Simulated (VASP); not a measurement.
Here is a VASP 6.6.1 calculation.

Contents of INCAR:

```
SYSTEM = Be
  ALGO = Fast
  EDIFF = 1E-6
  ENCUT = 520
  GGA = PE
  ISIF = 2
  ISMEAR = 0
  IVDW = 12
  LASPH = .TRUE.
  LCHARG = .TRUE.
  LELF = .TRUE.
  LREAL = .FALSE.
  LVHAR = .TRUE.
  LWAVE = .FALSE.
  NBANDS = 9
  NELM = 80
  PREC = Accurate
  SIGMA = 0.15
```

KPOINTS

```
k-points
0
G
  24 24 12
  0 0 0
```

POSCAR

```
Be
1.0
    2.2141966284      0.0000000000      0.0000000000
   -1.1070983142      1.9175505292      0.0000000000
    0.0000000000      0.0000000000      3.5001053904
Be
2
Direct
    0.2826293077      0.6908120539      0.2500000000
    0.7173706923      0.3091879461      0.7500000000
```

Potentials or basis: VASP PAW PBE potentials, release 64 (Be).

Launch:

```sh
$ cat potpaw_PBE.64/Be/POTCAR > POTCAR
$ mpirun -np 1 vasp_std > vasp.out
```

Q: Predict the pressure.

A: 1.7 GPa.

Q: Estimate the largest force.

A: 0.793 eV/Å.

Q: Predict the band gap on the k mesh.

A: Zero (bands 2 and 3 overlap by 2.11 eV).

Forces on the atoms (eV/Å):
```
Be   0.792 -0.041  0.000
Be  -0.792  0.041  0.000
```

Caveat: the cell differs from its parent crystal (atoms displaced along several vibrational modes); the stress differs along the axes, from -3 to 5 GPa.
